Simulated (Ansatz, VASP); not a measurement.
**Two plane-wave programs on ZrS**

```
Zr S
1.0
     0.00000    2.62500    2.62500
     2.62500    0.00000    2.62500
     2.62500    2.62500    0.00000
Zr S
1 1
Direct
  0.94048 0.94048 0.05952
  0.50000 0.50000 0.50000
```

Change from the starting cell: all Zr atoms moved +0.312 Å, as atom 1 towards its neighbour atom 2 (S) at 2.625 Å.

Alike in both runs: task single point; functional PBEsol; k mesh 16 × 16 × 16; occupations gaussian, width 0.15 eV; no spin polarisation.

|  | VASP | Ansatz |
| --- | --- | --- |
| version | VASP 6.6.1 | Ansatz 0.2.0 |
| potentials or method | VASP PAW PBE potentials, release 64 (Zr_sv, S), cutoff 520 eV | scalar-relativistic, plane waves, PAW |
| valence electrons in the cell | 18 | 18 |

```csv
,VASP,Ansatz,Ansatz less VASP
gap on the k mesh at the Fermi level (eV),none,none,-
pressure (GPa),-0.1,-0.3,-0.21
"traceless stress, the component that is largest in VASP (GPa)",14.63,14.54,-0.084
rms of the force components (eV/Å),1.445,1.432,-0.0122
```

VASP's potentials were made for PBE, not for PBEsol. Atom by atom the forces differ by 0.012 eV/Å (rms over components). A gap of «none» marks a metal or a gap that the smearing closes.
